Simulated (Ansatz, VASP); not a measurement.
## Ti in VASP and in Ansatz

File POSCAR:

```
Ti
1.0
    2.5215571515      0.0000000000      0.0000000000
    0.0000000000      2.5215571515      0.0000000000
    0.0000000000      0.0000000000      2.5215571515
Ti
1
Direct
    0.0000000000      0.0000000000      0.0000000000
```

Contents of INCAR.step1:

```
ALGO     = Normal         # electronic algorithm
EDIFF    = 1E-4           # SCF threshold, eV
ENCUT    = 520            # plane-wave cutoff, eV
GGA      = PE             # functional
ISMEAR   = -1             # smearing method
LASPH    = True           # aspherical terms in the spheres
LCHARG   = False          # write CHGCAR
LREAL    = False          # projectors in reciprocal space
LWAVE    = True           # write WAVECAR
NBANDS   = 12             # bands
NELM     = 100            # most SCF steps
PREC     = Accurate       # precision mode
SIGMA    = 0.1            # smearing width, eV
```

Contents of INCAR.step2:

```
ALGO     = Normal         # electronic algorithm
EDIFF    = 1E-6           # SCF threshold, eV
ENCUT    = 520            # plane-wave cutoff, eV
ISIF     = 2              # what is computed and relaxed
ISMEAR   = -1             # smearing method
ISTART   = 1            
LASPH    = True           # aspherical terms in the spheres
LCHARG   = True           # write CHGCAR
LELF     = True           # ELF
LMIXTAU  = True         
LREAL    = False          # projectors in reciprocal space
LVHAR    = True         
LWAVE    = False          # write WAVECAR
METAGGA  = R2SCAN         # meta-GGA
NBANDS   = 12             # bands
NELM     = 100            # most SCF steps
PREC     = Accurate       # precision mode
SIGMA    = 0.1            # smearing width, eV
```

The input KPOINTS:

```
k-points
0
Gamma
  13 13 13
```

Input for Ansatz:

```yaml
crystal:
  lattice:
    - [2.5215571515, 0.0, 0.0]
    - [0.0, 2.5215571515, 0.0]
    - [0.0, 0.0, 2.5215571515]
  atoms:
    - { symbol: Ti, position: [0.0, 0.0, 0.0] }
hamiltonian:
  xc: r2scan
  pseudopotentials:
    kind: paw
    azcp:
      Ti: "pseudopotentials/Ti.paw.azcp"
basis:
  ecutwfc: 500
  fft_grid_basis: typed
kpoints:
  mp_grid: { grid: [13, 13, 13], shift: [0, 0, 0] }
magnetization:
  spin_polarized: false
scf:
  occupations: { method: fermi_dirac, width: 0.1 }
  lower_state_search: "off"
output:
  stress: true
```

Alike in both runs: task single point; functional r2SCAN; k mesh 13 × 13 × 13; occupations fermi-dirac, width 0.1 eV; no spin polarisation.

|  | VASP | Ansatz |
| --- | --- | --- |
| version | VASP 6.6.1 | Ansatz 0.2.0 |
| potentials or method | VASP PAW PBE potentials, release 64 (Ti_sv), cutoff 520 eV | plane waves (500 eV) with PAW, scalar-relativistic |
| valence electrons in the cell | 12 | 12 |

Ansatz gave:

| Quantity | Value |
| --- | --- |
| pressure (GPa) | 12.4 |

Estimate VASP's values.

pressure (GPa): 13.1.

VASP's potentials were made for PBE, not for r2SCAN.
